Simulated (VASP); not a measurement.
# Yb2YC (P4/mmm) in VASP: a series of runs, part 2 of 2

VASP 6.6.1. Earlier steps stand in the parts before.

## 3. Relaxation of cell and atoms, PBE

This run uses another cell than the first one, of 25.84 Å³/atom.

INCAR reads:

```
SYSTEM = Yb2YC
PREC = Accurate ; ENCUT = 600
EDIFF = 1E-7 ; ISMEAR = 0
SIGMA = 0.1 ; LREAL = .FALSE.
LASPH = .TRUE. ; NELM = 200
ALGO = Normal ; ISIF = 3
LWAVE = .FALSE. ; LCHARG = .FALSE.
GGA = PE ; IBRION = 2
NSW = 90 ; EDIFFG = -0.04
GGA_COMPAT = .FALSE. ; NELMIN = 4
LMAXMIX = 6
```

KPOINTS reads:

```
regular mesh
0
G
  4 4 4
  0 0 0
```

POSCAR reads:

```
Yb2YC
1.0
    4.4388511900      0.0000000000      0.0000000000
    0.0000000000      4.4388511900      0.0000000000
    0.0000000000      0.0000000000      5.2451698800
Yb Y C
2 1 1
Direct
    0.0000000000      0.0000000000      0.0000000000
    0.5000000000      0.5000000000      0.0000000000
    0.0000000000      0.0000000000      0.5000000000
    0.5000000000      0.5000000000      0.5000000000
```

Potentials or basis: VASP PAW PBE potentials, release 64 (Yb, Y_sv, C).

Command:

```
cat potpaw_PBE.64/Yb/POTCAR potpaw_PBE.64/Y_sv/POTCAR potpaw_PBE.64/C/POTCAR > POTCAR
mpirun -np 1 vasp_std > vasp.out
```

OUTCAR:

```text
SYSTEM = Yb2YC
   PREC = Accurate
   ENCUT = 600
   EDIFF = 1E-7
   ISMEAR = 0
   LREAL = .FALSE.
   LASPH = .TRUE.
   NELM = 200
   ISIF = 3
   GGA = PE
   IBRION = 2
   NSW = 90
   EDIFFG = -0.04
   NELMIN = 4

 ion  position               nearest neighbor table
   1  0.000  0.000  0.000-   3 2.62   3 2.62   2 3.14   2 3.14   2 3.14   2 3.14
   2  0.500  0.500  0.000-   4 2.62   4 2.62   1 3.14   1 3.14   1 3.14   1 3.14
   3  0.000  0.000  0.500-   1 2.62   1 2.62   4 3.14   4 3.14   4 3.14   4 3.14
   4  0.500  0.500  0.500-   2 2.62   2 2.62   3 3.14   3 3.14   3 3.14   3 3.14

  LATTYP: Found a simple tetragonal cell.
 ALAT       =     4.4388511900
 C/A-ratio  =     1.1816503089

  Lattice vectors:

 A1 = (   4.4388511900,   0.0000000000,   0.0000000000)
 A2 = (   0.0000000000,   4.4388511900,   0.0000000000)
 A3 = (   0.0000000000,   0.0000000000,   5.2451698800)

Analysis of symmetry for initial positions (statically):
[... 164 lines left out ...]
 number of electron      62.9999984 magnetization

 Free energy of the ion-electron system (eV)
  ---------------------------------------------------
  ext. energy  EPLUGINS =         0.00000000
  ---------------------------------------------------
  free energy    TOTEN  =       -17.43579076 eV

  energy without entropy =      -17.40595775  energy(sigma->0) =      -17.42087426

 E-fermi :   1.8531     XC(G=0):  -9.9360

 val. band max:        1.8288810669   @ k =   0.5000   0.0000   0.2500
 cond. band min:       1.8780489179   @ k =   0.2500   0.0000   0.5000
 fundamental gap:      0.0491678510
 Fermi energy:         1.8530672739
[... 1558 lines left out ...]
--------------------------------------- Ionic step        4  -------------------------------------------

 number of electron      62.9999984 magnetization

 Free energy of the ion-electron system (eV)
  ---------------------------------------------------
  ext. energy  EPLUGINS =         0.00000000
  ---------------------------------------------------
  free energy    TOTEN  =       -18.38321553 eV

  energy without entropy =      -18.36750327  energy(sigma->0) =      -18.37535940

 E-fermi :   2.5600     XC(G=0): -10.5524

 val. band max:        2.4902028130   @ k =   0.2500   0.0000   0.5000
 cond. band min:       2.5928438982   @ k =   0.5000   0.0000   0.0000
 fundamental gap:      0.1026410852
 Fermi energy:         2.5599875649
[... 749 lines left out ...]
  FREE ENERGIE OF THE ION-ELECTRON SYSTEM (eV)
  ---------------------------------------------------
  free  energy   TOTEN  =       -18.3832155325 eV

  energy  without entropy=      -18.3675032732  energy(sigma->0) =      -18.37535940

 reached required accuracy - stopping structural energy minimisation
```

It took 73 min on 1 thread of Intel Xeon 8259CL, shared host; peak memory 0.32 GiB.

Results:

| Property | Result |
| --- | --- |
| Free energy | -18.3832 eV |
| Relaxed volume | 22.78 Å³/atom |
| Relaxed cell | a = 3.951 Å, b = 3.951 Å, c = 5.835 Å, α = 90.00°, β = 90.00°, γ = 90.00° |
| Space group after relaxing (to 0.1 Å) | P4/mmm (No. 123) |
| Energy gained by relaxing | 236.9 meV/atom |
| Ionic steps | 4 |
| Pressure after relaxing | 0.0 GPa |
| Band gap on the k mesh | zero (an odd number of electrons rules out a gap without spin polarisation) |

Stress tensor (GPa, compression positive):
```
 0.14  0.00  0.00
 0.00  0.14  0.00
 0.00  0.00 -0.22
```

Step by step:
| step | energy change (eV) | largest force (eV/Å) | pressure (GPa) | volume (Å³) |
| --- | --- | --- | --- | --- |
| 1 | 0.0000 | 0.0000 | -2.54 | 103.35 |
| 2 | -0.7365 | 0.0000 | -2.25 | 96.84 |
| 3 | -0.9436 | 0.0000 | -0.52 | 92.02 |
| 4 | -0.9474 | 0.0000 | 0.02 | 91.11 |

Final structure:
```
CELL_PARAMETERS angstrom
3.95145 0.00000 0.00000
0.00000 3.95145 0.00000
0.00000 0.00000 5.83507
ATOMIC_POSITIONS crystal
Yb 0.00000 0.00000 0.00000
Yb 0.50000 0.50000 0.00000
Y 0.00000 0.00000 0.50000
C 0.50000 0.50000 0.50000
```

Caveat: the electronic state changed during the relaxation; spin-orbit coupling is left out, which moves the levels of the heavy elements. Spin polarisation is off, so any magnetic state and its effect on volume and gap are missing.

## 4. Single point, PBE, collinear spin, ferromagnetic start

INCAR reads:

```
SYSTEM = Yb2YC
PREC = Accurate
ENCUT = 600
EDIFF = 1E-6
ISMEAR = 0
SIGMA = 0.1
LREAL = .FALSE.
LASPH = .TRUE.
NELM = 200
ALGO = Normal
ISIF = 2
LWAVE = .FALSE.
LCHARG = .FALSE.
ISPIN = 2
MAGMOM = 1 1 0 0
LORBIT = 11
LMAXMIX = 6
GGA = PE
NBANDS = 44
GGA_COMPAT = .FALSE.
```

KPOINTS is that of step 3.

POSCAR reads:

```
Yb2YC
1.0
    3.9505148721      0.0000000000      0.0000000000
    0.0000000000      3.9505148721      0.0000000000
    0.0000000000      0.0000000000      5.8182876329
Yb Y C
2 1 1
Direct
    0.0000000000      0.0000000000      0.0000000000
    0.5000000000      0.5000000000      0.0000000000
    0.0000000000      0.0000000000      0.5000000000
    0.5000000000      0.5000000000      0.5000000000
```

Command:

```
cat potpaw_PBE.64/Yb/POTCAR potpaw_PBE.64/Y_sv/POTCAR potpaw_PBE.64/C/POTCAR > POTCAR
mpirun -np 1 vasp_std > vasp.out
```

It took 55 min on 1 thread of Intel Xeon 8259CL, shared host; peak memory 0.38 GiB.

Results (log left out):

* Free energy: -18.3778 eV
* Pressure: 0.1 GPa
* Net moment: 0.00 μB per cell
* Valence electrons inside the program's atomic spheres: Yb 22.56, 22.36; Y 9.44; C 2.10

Stress tensor (GPa, compression positive):
```
 0.12  0.00  0.00
 0.00  0.12  0.00
 0.00  0.00 -0.01
```

Levels at points of the mesh, in eV from the Fermi level:
Spin up:
| k point | band 27 | band 28 | band 29 | band 30 | band 31 | band 32 | band 33 | band 34 | band 35 | band 36 |
| --- | --- | --- | --- | --- | --- | --- | --- | --- | --- | --- |
| (0.00, 0.00, 0.00) | -0.40 | -0.40 | -0.36 | -0.35 | -0.24 | 0.36 | 0.55 | 0.55 | 0.64 | 0.64 |
| (0.50, 0.00, 0.00) | -0.55 | -0.53 | -0.52 | -0.44 | -0.38 | 0.04 | 1.27 | 1.31 | 1.71 | 2.36 |
| (0.50, 0.50, 0.00) | -0.45 | -0.42 | -0.38 | -0.38 | -0.35 | -0.35 | 0.26 | 0.37 | 0.99 | 3.75 |
| (0.00, 0.00, 0.50) | -0.40 | -0.38 | -0.38 | -0.35 | 0.08 | 0.08 | 0.40 | 0.98 | 1.29 | 2.61 |
| (0.50, 0.00, 0.50) | -0.52 | -0.50 | -0.45 | -0.45 | -0.40 | 1.01 | 1.36 | 1.38 | 2.71 | 2.91 |
| (0.50, 0.50, 0.50) | -0.40 | -0.36 | -0.36 | -0.36 | 0.10 | 0.76 | 0.76 | 0.89 | 1.43 | 1.43 |
Spin down:
```
           k point  band 27  band 28  band 29  band 30  band 31  band 32  band 33  band 34  band 35  band 36
(0.00, 0.00, 0.00)    -0.40    -0.40    -0.36    -0.35    -0.24     0.36     0.55     0.55     0.64     0.64
(0.50, 0.00, 0.00)    -0.55    -0.52    -0.52    -0.44    -0.38     0.04     1.27     1.31     1.71     2.36
(0.50, 0.50, 0.00)    -0.45    -0.42    -0.38    -0.38    -0.35    -0.35     0.26     0.37     0.99     3.75
(0.00, 0.00, 0.50)    -0.40    -0.38    -0.38    -0.35     0.08     0.08     0.40     0.98     1.29     2.61
(0.50, 0.00, 0.50)    -0.52    -0.50    -0.45    -0.45    -0.40     1.01     1.36     1.38     2.71     2.91
(0.50, 0.50, 0.50)    -0.40    -0.36    -0.36    -0.36     0.10     0.76     0.76     0.89     1.43     1.43
```

Caveat: the k points lie up to 0.40 Å⁻¹ apart; spin-orbit coupling is left out, which moves the levels of the heavy elements. The state reached can hang on the start; a lower one may exist.

## 5. Summary

| task | spin | cell | gap on the mesh (eV) | pressure (GPa) |
| --- | --- | --- | --- | --- |
| single point | off | a = 3.951, b = 3.951, c = 5.818 Å, 4 atoms | none | 1.0 |
| relaxation of cell and atoms | off | relaxed from a = 4.439, b = 4.439, c = 5.245 Å, 4 atoms | none | 0.0 |
| single point | collinear, ferromagnetic start | a = 3.951, b = 3.951, c = 5.818 Å, 4 atoms | none | 0.1 |

Alike in all rows: level PBE; potentials or basis VASP PAW PBE potentials, release 64 (Yb, Y_sv, C); k mesh 4 × 4 × 4; cutoff (eV) 600; smearing gaussian 0.1 eV.

Caveats: some runs use coarse meshes; spin-orbit coupling is left out, which moves the levels of the heavy elements; the electronic state changed during the relaxation (at least some runs).

Absolute energies hang on the potentials; compare differences alone.
